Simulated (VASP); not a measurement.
Input of a VASP 6.6.1 run:

INCAR

```
SYSTEM = SnSe
PREC = Accurate
ENCUT = 520
EDIFF = 1E-6
ISMEAR = 0
SIGMA = 0.05
LREAL = .FALSE.
LASPH = .TRUE.
NELM = 80
ALGO = Normal
ISIF = 2
LWAVE = .FALSE.
LCHARG = .FALSE.
NBANDS = 17
```

KPOINTS

```
regular mesh
0
G
  8 8 8
  0 0 0
```

POSCAR

```
SnSe
1.0
    0.0000000000      2.9466477701      2.9466477701
    2.9466477701      0.0000000000      2.9466477701
    2.9466477701      2.9466477701      0.0000000000
Sn Se
1 1
Direct
    0.0119984952      0.0000000000      0.0000000000
    0.5000000000      0.5000000000      0.5000000000
```

Potentials or basis: VASP PAW LDA potentials, release 64 (Sn_d, Se).

Run with:

```console
$ cat potpaw_LDA.64/Sn_d/POTCAR potpaw_LDA.64/Se/POTCAR > POTCAR
$ mpirun -np 1 vasp_std > vasp.out
```

What does it give for the largest force?

0.024 eV/Å.

Estimate the band gap on the k mesh.

0.77 eV, indirect (least direct gap 0.91 eV).

Forces in eV/Å, atoms in the order of the input:
```
Sn   0.000 -0.017 -0.017
Se   0.000  0.017  0.017
```

Caveat: the cell differs from its parent crystal (all Sn atoms moved -0.050 Å, as atom 1 towards its neighbour atom 1 (Sn) at 4.167 Å); spin-orbit coupling is left out, which moves the levels of the heavy elements. A k mesh can miss the band edges.
